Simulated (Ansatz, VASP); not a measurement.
Two plane-wave programs on PbSe

File INCAR:

```
ALGO     = Normal         # electronic algorithm
EDIFF    = 1E-7           # SCF threshold, eV
ENCUT    = 520            # plane-wave cutoff, eV
GGA      = PE             # functional
ISIF     = 2              # what is computed and relaxed
ISMEAR   = -5             # smearing method
LASPH    = True           # aspherical terms in the spheres
LCHARG   = False          # write CHGCAR
LREAL    = False          # projectors in reciprocal space
LWAVE    = False          # write WAVECAR
NBANDS   = 28             # bands
NELM     = 60             # most SCF steps
PREC     = Accurate       # precision mode
SIGMA    = 0.1            # smearing width, eV
```

File KPOINTS:

```
k-points
0
Gamma
  8 8 6
```

Contents of POSCAR:

```
PbSe
1.0
    4.3070637475      0.0000000000      0.0000000000
   -2.1535318737      3.7300266210      0.0000000000
    0.0000000000      0.0000000000      7.5880828838
Pb Se
2 2
Direct
    0.0000000000      0.0000000000      0.0000000000
    0.0000000000      0.0000000000      0.5000000000
    0.3333333333      0.6666666667      0.2500000000
    0.6666666667      0.3333333333      0.7500000000
```

Input for Ansatz:

```yaml
crystal:
  lattice:
    - [4.307063747469, -2.886749755289e-11, 0.0]
    - [-2.153531873709, 3.730026621041, 0.0]
    - [0.0, 0.0, 7.5880828838]
  atoms:
    - { symbol: Pb, position: [0.0, 0.0, 0.0] }
    - { symbol: Pb, position: [0.0, 0.0, 0.5] }
    - { symbol: Se, position: [0.3333333333333, 0.6666666666667, 0.25] }
    - { symbol: Se, position: [0.6666666666667, 0.3333333333333, 0.75] }
basis:
  ecutwfc: 420
  ecutrho_ratio: 4
kpoints:
  mp_grid: { grid: [8, 8, 6] }
hamiltonian:
  xc: pbe
scf:
  occupations: { method: tetrahedron }
output:
  forces: true
  stress: true
```

Alike in both runs: task single point; functional PBE; k mesh 8 × 8 × 6; occupations tetrahedron; no spin polarisation.

```csv
,VASP,Ansatz
version,VASP 6.6.1,Ansatz 0.2.0
potentials or method,"VASP PAW PBE potentials, release 64 (Pb_d, Se), cutoff 520 eV","scalar-relativistic, plane waves, PAW"
valence electrons in the cell,40,60
```

|  | VASP | Ansatz | Ansatz less VASP |
| --- | --- | --- | --- |
| gap on the k mesh at the Fermi level (eV) | 0.12 | 0.12 | +0.001 |
| pressure (GPa) | 0.0 | 0.0 | +0.02 |

The functional is the same, so the differences come from potentials, cutoffs and numerics. VASP's potentials hold 40 valence electrons a cell and Ansatz's 60, so a difference there can come from the potentials and not from the codes. Ansatz's warnings: band table not solved further, tetrahedron derivatives may miss energy slope.

Neither program's run includes spin-orbit coupling.
